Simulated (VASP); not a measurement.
Hg3Pt:

```
Hg Pt
1.0
     4.34422    0.00000    0.00000
     0.00000    4.34422    0.00000
     0.00000    0.00000    4.34422
Hg Pt
3 1
Direct
  0.00000 0.50000 0.50000
  0.50000 0.00000 0.50000
  0.50000 0.50000 0.00000
  0.00000 0.00000 0.00000
```

Base run:

| Quantity | Value |
| --- | --- |
| Program | VASP 6.6.1 |
| Functional | BLYP |
| Potentials or basis | VASP PAW PBE potentials, release 64 (Hg, Pt) |
| Cutoff | 500 eV |
| k mesh | 6 × 6 × 6 |
| Occupations | methfessel-paxton, width 0.15 eV |
| Spin | no spin polarisation |

Its results: band gap on the k mesh zero (bands 23 and 24 overlap by 2.41 eV); pressure 7.9 GPa.

Task: The run is repeated on the same cell with these changes: functional from BLYP to PBE. What comes out?

Result: Band gap on the k mesh zero (bands 23 and 24 overlap by 2.72 eV); pressure -0.8 GPa.

PBE binds more tightly than BLYP, so the same cell stands under less pressure.

Caveats: spin-orbit coupling is left out, which moves the levels of the heavy elements; the cell stands under pressure (at least some runs); the PAW data sets were made with another functional, which shifts forces and pressure a little (at least some runs).
